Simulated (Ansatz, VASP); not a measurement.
## Li2O: VASP beside Ansatz

```xyz
3
Lattice="0.0000 2.3269 2.3269 2.3269 0.0000 2.3269 2.3269 2.3269 0.0000" Properties=species:S:1:pos:R:3 pbc="T T T"
Li    3.4903    3.4903    3.4903
Li    1.1634    1.1634    1.1634
O     0.0000    0.0000    0.0000
```

Alike in both runs: task single point; functional PBE; k mesh 2 × 2 × 2; occupations gaussian, width 0.1 eV; no spin polarisation.

|  | VASP | Ansatz |
| --- | --- | --- |
| version | VASP 6.6.1 | Ansatz 0.2.0 |
| potentials or method | VASP PAW PBE potentials, release 64 (Li_sv, O) | scalar-relativistic, plane waves, PAW (harder set) |
| plane-wave cutoff (eV) | 750 | 930 |
| valence electrons in the cell | 12 | 12 |

Ansatz gave:

- gap on the k mesh at the Fermi level (eV): 4.76
- least direct gap on the mesh (eV): 4.95
- pressure (GPa): 0.9

What did VASP give for the same quantities?

gap on the k mesh at the Fermi level (eV): 4.75; least direct gap on the mesh (eV): 4.96; pressure (GPa): 0.6.

With one functional, cell and mesh, what is left measures potentials, basis and numerics.

The k mesh is coarse, so the values compare programs but aren't converged.
